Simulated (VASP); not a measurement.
# TiS2 (P-3m1) in VASP: notebook

The runs below take TiS2 through relaxation of cell and atoms, single point, with PBE+D3(BJ).

Everything below comes from runs of VASP 6.6.1. Logs are shortened: lines on timing, memory, paths and dates and some standing lists are left out, and cuts for length are marked.

### 1 The cell of the first run

It takes space group P-3m1 (No. 164, trigonal). The conventional cell has a = 3.361 Å, b = 3.361 Å, c = 5.520 Å, α = 90.00°, β = 90.00°, γ = 120.00°. Within 3.2 Å of Ti (site symmetry -3m) lie 6 S at 2.41 Å. Within 3.2 Å of S (site symmetry 3m) lie 3 Ti at 2.41 Å.

### 2 Relaxation of cell and atoms, PBE+D3(BJ)

INCAR reads:

```
SYSTEM = TiS2
ALGO     = Normal         ! electronic algorithm
EDIFF    = 1E-7           ! SCF threshold, eV
EDIFFG   = -0.001         ! ionic threshold
ENCUT    = 500            ! plane-wave cutoff, eV
GGA      = PE             ! functional
GGA_COMPAT= .False.      
IBRION   = 2              ! ionic algorithm
ISIF     = 3              ! what is computed and relaxed
ISMEAR   = -1             ! smearing method
IVDW     = 12             ! dispersion correction
LASPH    = .True.         ! aspherical terms in the spheres
LCHARG   = .False.        ! write CHGCAR
LREAL    = .False.        ! projectors in reciprocal space
LWAVE    = .False.        ! write WAVECAR
NELM     = 120            ! most SCF steps
NELMIN   = 4            
NSW      = 80             ! ionic steps
PREC     = Accurate       ! precision mode
SIGMA    = 0.15           ! smearing width, eV
```

KPOINTS reads:

```
k-points
0
Gamma
  15 15 8
  0 0 0
```

POSCAR reads:

```
TiS2
1.0
    3.3605463369      0.0000000000      0.0000000000
   -1.6802731685      2.9103184984      0.0000000000
    0.0000000000      0.0000000000      5.5201198229
Ti S
1 2
Direct
    0.0000000000      0.0000000000      0.0000000000
    0.3333333333      0.6666666667      0.2586701198
    0.6666666667      0.3333333333      0.7413298802
```

Potentials or basis: VASP PAW PBE potentials, release 64 (Ti_sv, S).

Launch:

```console
cat potpaw_PBE.64/Ti_sv/POTCAR potpaw_PBE.64/S/POTCAR > POTCAR
mpirun -np 1 vasp_std > vasp.out
```

OUTCAR:

```text
SYSTEM = TiS2
   EDIFF = 1E-7
   EDIFFG = -0.001
   ENCUT = 500
   GGA = PE
   IBRION = 2
   ISIF = 3
   ISMEAR = -1
   IVDW = 12
   LASPH = .True.
   LREAL = .False.
   NELM = 120
   NELMIN = 4
   NSW = 80
   PREC = Accurate
 IVDW          = 12

 ion  position               nearest neighbor table
   1  0.000  0.000  0.000-   2 2.41   3 2.41   3 2.41   2 2.41   3 2.41   2 2.41
   2  0.333  0.667  0.259-   1 2.41   1 2.41   1 2.41
   3  0.667  0.333  0.741-   1 2.41   1 2.41   1 2.41

  LATTYP: Found a hexagonal cell.
 ALAT       =     3.3605463369
 C/A-ratio  =     1.6426257131

  Lattice vectors:

 A1 = (   3.3605463369,   0.0000000000,   0.0000000000)
 A2 = (  -1.6802731685,   2.9103184984,   0.0000000000)
 A3 = (   0.0000000000,   0.0000000000,   5.5201198229)

Analysis of symmetry for initial positions (statically):
=====================================================================
 Subroutine PRICEL returns:
 Original cell was already a primitive cell.

 Routine SETGRP: Setting up the symmetry group for a
 hexagonal supercell.

 Subroutine GETGRP returns: Found 12 space group operations
 (whereof 12 operations were pure point group operations)
 out of a pool of 24 trial point group operations.

The static configuration has the point symmetry D_3d.

Analysis of symmetry for dynamics (positions and initial velocities):
=====================================================================
 Subroutine PRICEL returns:
 Original cell was already a primitive cell.

 Routine SETGRP: Setting up the symmetry group for a
 hexagonal supercell.

 Subroutine GETGRP returns: Found 12 space group operations
 (whereof 12 operations were pure point group operations)
 out of a pool of 24 trial point group operations.

The dynamic configuration has the point symmetry D_3d.

 Subroutine INISYM returns: Found 12 space group operations
 (whereof 12 operations are pure point group operations),
 and found     1 'primitive' translations

----------------------------------------------------------------------------------------

                                     Primitive cell

  volume of cell :      53.9882

  direct lattice vectors                    reciprocal lattice vectors
     3.360546337  0.000000000  0.000000000     0.297570663  0.171802502  0.000000000
    -1.680273169  2.910318498  0.000000000     0.000000000  0.343605004  0.000000000
     0.000000000  0.000000000  5.520119823     0.000000000  0.000000000  0.181155488

  length of vectors
     3.360546337  3.360546337  5.520119823     0.343605004  0.343605004  0.181155488

  position of ions in fractional coordinates (direct lattice)
     0.000000000  0.000000000  0.000000000
     0.333333333  0.666666667  0.258670120
     0.666666667  0.333333333  0.741329880

  ion indices of the primitive-cell ions
[... 79 lines left out ...]
   NSW    =     80    number of steps for IOM
   IBRION =      2    ionic relax: 0-MD 1-quasi-New 2-CG
   NFREE  =      1    steps in history (QN), initial steepest desc. (CG)
   ISIF   =      3    stress and relaxation
   ISYM   =      2    0-nonsym 1-usesym 2-fastsym
   POTIM  = 0.5000    time-step for ionic-motion
   TEBEG  =    0.0;   TEEND  =   0.0 temperature during run
   PSTRESS=    0.0 pullay stress
   NELECT =      24.0000    total number of electrons
   NUPDOWN=      -1.0000    fix difference up-down
   EMIN   =  10.00;   EMAX   =-10.00  energy-range for DOS
   EFERMI =   0.00;   METHOD = LEGACY
   ISMEAR =    -1;   SIGMA  =   0.15  broadening in eV -4-tet -1-fermi 0-gaus
   EFERMI_NEDOS =   21; number of points for ismear=-14 and -15
   IALGO  =     38    algorithm
   IMIX   =      4    mixing-type and parameters
     AMIX     =   0.40;   BMIX     =  1.00
     AMIX_MAG =   1.60;   BMIX_MAG =  1.00
  volume/ion in A,a.u.               =      18.00       121.44
  Fermi-wavevector in a.u.,A,eV,Ry     =   1.249431  2.361082 21.239753  1.561078
  Thomas-Fermi vector in A             =   2.383472
   LORBIT       =      0    0 simple, 1 ext, 2 COOP (PROOUT), +10 PAW based schemes
   GGA     = PE    functional components
   LHFCALC =     F    Hartree Fock is set to
   AEXX    =    0.0000 exact exchange contribution
   IVDW    =    12    specifies the selected vdW correction
   LEPSILON=     F    determine dielectric tensor
   LRPA    =     F    only Hartree local field effects (RPA)
 conjugate gradient relaxation of ions
 non-spin polarized calculation
  energy-cutoff  :      500.00
  volume of cell :       53.99
 maximum number of plane-waves:      1398
 NGX is ok and might be reduce to    28
   NGX = 13   NGY = 13   NGZ = 21

--------------------------------------- Ionic step        1  -------------------------------------------

 number of electron      24.0000002 magnetization

 Free energy of the ion-electron system (eV)
  ---------------------------------------------------
  ext. energy  EPLUGINS =         0.00000000
  ---------------------------------------------------
  free energy    TOTEN  =       -19.89759394 eV

  energy without entropy =      -19.84673952  energy(sigma->0) =      -19.87216673

------------------------ aborting loop because EDIFF is reached ----------------------------------------

 Edisp (eV)   -1.22948

 E8    (eV) :    -0.4984
[... 108 lines left out ...]
  FREE ENERGIE OF THE ION-ELECTRON SYSTEM (eV)
  ---------------------------------------------------
  free  energy   TOTEN  =       -21.1272387439 eV

  energy  without entropy=      -21.0760953738  energy(sigma->0) =      -21.10166706

[... ionic steps 4 to 7 ...]

--------------------------------------- Ionic step        8  -------------------------------------------

 number of electron      24.0000003 magnetization

------------------------ aborting loop because EDIFF is reached ----------------------------------------
[... 77 lines left out ...]
--------------------------------------- Ionic step       10  -------------------------------------------

 number of electron      24.0000003 magnetization

 Free energy of the ion-electron system (eV)
  ---------------------------------------------------
  ext. energy  EPLUGINS =         0.00000000
  ---------------------------------------------------
  free energy    TOTEN  =       -19.89325062 eV

  energy without entropy =      -19.84202204  energy(sigma->0) =      -19.86763633

 E-fermi :   6.1090     XC(G=0): -10.4594

 val. band max:        6.0947670033   @ k =   0.0000   0.0000   0.5000
 cond. band min:       6.1211336981   @ k =   0.0000   0.4667   0.3750
 fundamental gap:      0.0263666948
 Fermi energy:         6.1090280562

 k-point     1 :       0.0000    0.0000    0.0000
  band No.  band energies     occupation
      1     -51.3231      2.00000
      2     -27.5562      2.00000
      3     -27.5095      2.00000
      4     -27.5095      2.00000
      5      -7.8601      2.00000
      6      -5.9487      2.00000
[... 433 lines left out ...]
      3     -27.5782      2.00000
      4     -27.5224      2.00000
      5      -5.8573      2.00000
      6      -5.8155      2.00000
[... 8 lines left out ...]
     15       8.1908      0.00000
     16       9.3517      0.00000

 [... further k-points ...]

------------------------ aborting loop because EDIFF is reached ----------------------------------------

 Edisp (eV)   -1.23401

 E8    (eV) :    -0.5003
[... 26 lines left out ...]
  FREE ENERGIE OF THE ION-ELECTRON SYSTEM (eV)
  ---------------------------------------------------
  free  energy   TOTEN  =       -21.1272623610 eV

  energy  without entropy=      -21.0760337797  energy(sigma->0) =      -21.10164807

 reached required accuracy - stopping structural energy minimisation
```

Wall time 12 min (1 thread of Intel Xeon Platinum 8488C (Sapphire Rapids), shared host); peak memory 0.31 GiB.

Results:

- Free energy: -21.1273 eV
- Relaxed volume: 17.93 Å³/atom
- Relaxed cell: a = 3.355 Å, b = 3.355 Å, c = 5.518 Å, α = 90.00°, β = 90.00°, γ = 120.00°
- Space group after relaxing (to 0.05 Å): P-3m1 (No. 164)
- Energy gained by relaxing: 0.1 meV/atom
- Ionic steps: 10
- Pressure after relaxing: 0.0 GPa
- Band gap on the k mesh: zero (band 12 reaches 6.36 eV, above the bottom of band 13 at 6.08 eV)
- Dispersion energy per atom: -0.411 eV

The path:
```
step  energy change (eV)  largest force (eV/Å)  pressure (GPa)  volume (Å³)
   1              0.0000                0.0251           -0.08        53.99
   2             -0.0001                0.0164           -0.02        53.91
   3             -0.0002                0.0102            0.02        53.86
   4             -0.0002                0.0019           -0.05        53.88
   5             -0.0002                0.0018           -0.03        53.87
   6             -0.0002                0.0016           -0.02        53.85
   7             -0.0002                0.0012            0.00        53.80
   8             -0.0002                0.0011            0.00        53.80
   9             -0.0002                0.0018           -0.01        53.80
  10             -0.0002                0.0002            0.00        53.80
```

Final structure:
```yaml
crystal:
  lattice:
    - [3.35535, 0.00000, 0.00000]
    - [-1.67768, 2.90582, 0.00000]
    - [0.00000, 0.00000, 5.51792]
  atoms:
    - { symbol: Ti, position: [0.00000, 0.00000, 0.00000] }
    - { symbol: S, position: [0.33333, 0.66667, 0.25945] }
    - { symbol: S, position: [0.66667, 0.33333, 0.74055] }
```

Caveat: pairwise dispersion overbinds metals, which lowers pressure and volume.

### 3 Single point, PBE+D3(BJ), collinear spin, ferromagnetic start

This run uses another cell than the first one, of 19.14 Å³/atom, 1.064 times its volume.

INCAR reads:

```
PREC     = Accurate       # precision mode
ENCUT    = 500            # plane-wave cutoff, eV
EDIFF    = 1E-6           # SCF threshold, eV
ISMEAR   = 0              # smearing method
SIGMA    = 0.1            # smearing width, eV
LREAL    = F              # projectors in reciprocal space
LASPH    = T              # aspherical terms in the spheres
NELM     = 200            # most SCF steps
ALGO     = Normal         # electronic algorithm
ISIF     = 2              # what is computed and relaxed
LWAVE    = F              # write WAVECAR
LCHARG   = F              # write CHGCAR
ISPIN    = 2              # spin polarisation
MAGMOM   = 1 0 0          # initial moments
LORBIT   = 11             # projections on sites
LMAXMIX  = 4              # l up to which the mixer works
GGA      = PE             # functional
IVDW     = 12             # dispersion correction
NBANDS   = 23             # bands
GGA_COMPAT= F
```

KPOINTS reads:

```
Automatic mesh
0
Gamma
  6 6 4
```

POSCAR reads:

```
TiS2
1.0
    3.4120000000      0.0000000000      0.0000000000
   -1.7060000000      2.9548786777      0.0000000000
    0.0000000000      0.0000000000      5.6950000000
Ti S
1 2
Direct
    0.0000000000      0.0000000000      0.0000000000
    0.3333333333      0.6666666667      0.2500000000
    0.6666666667      0.3333333333      0.7500000000
```

Potentials or basis: VASP PAW PBE potentials, release 64 (Ti_sv, S).

Launch:

```console
cat potpaw_PBE.64/Ti_sv/POTCAR potpaw_PBE.64/S/POTCAR > POTCAR
mpirun -np 1 vasp_std > vasp.out
```

Run time: 48 s. Hardware: 1 thread of Intel Xeon Platinum 8488C (Sapphire Rapids), shared host; peak memory 0.23 GiB.

The run converged. Its results:

```yaml
Free_energy: -21.0579 eV
Pressure: -2.9 GPa
Largest_force: 0.107 eV/Å
Band_gap_on_the_k_mesh: zero (filled and empty bands overlap)
Net_moment: 0.00 μB per cell
Valence_electrons_inside_the_program's_atomic_spheres: Ti 10.17; S 3.73
Dispersion_energy_per_atom: -0.384 eV
```

Forces on the atoms (eV/Å):
```
Ti   0.000  0.000  0.000
S    0.000  0.000 -0.107
S    0.000  0.000  0.107
```

Stress tensor (GPa, compression positive):
```
-3.22  0.00  0.00
 0.00 -3.22  0.00
 0.00  0.00 -2.25
```

Levels at points of the mesh, in eV from the Fermi level:
Spin up:
| k point | band 9 | band 10 | band 11 | band 12 | band 13 | band 14 | band 15 | band 16 |
| --- | --- | --- | --- | --- | --- | --- | --- | --- |
| (0.00, 0.00, 0.00) | -2.78 | -0.04 | 0.06 | 0.06 | 0.47 | 0.47 | 0.88 | 3.41 |
| (0.50, 0.00, 0.00) | -2.92 | -2.66 | -2.64 | -1.60 | 0.19 | 1.49 | 1.89 | 3.65 |
| (0.00, 0.00, 0.50) | -2.74 | -2.44 | -0.12 | -0.12 | 0.45 | 0.45 | 1.46 | 3.71 |
| (0.50, 0.00, 0.50) | -2.82 | -2.82 | -1.28 | -1.26 | -0.07 | 1.49 | 1.86 | 3.32 |
Spin down:
```
           k point  band 8  band 9  band 10  band 11  band 12  band 13  band 14  band 15  band 16  band 17
(0.00, 0.00, 0.00)   -2.78   -2.78    -0.04     0.06     0.06     0.47     0.47     0.88     3.41     3.41
(0.50, 0.00, 0.00)   -3.72   -2.92    -2.66    -2.64    -1.60     0.19     1.49     1.89     3.65     3.78
(0.00, 0.00, 0.50)   -2.74   -2.74    -2.44    -0.12    -0.12     0.45     0.45     1.46     3.71     3.71
(0.50, 0.00, 0.50)   -4.49   -2.82    -2.82    -1.28    -1.26    -0.07     1.49     1.86     3.32     4.21
```

Caveat: pairwise dispersion overbinds metals, which lowers pressure and volume.
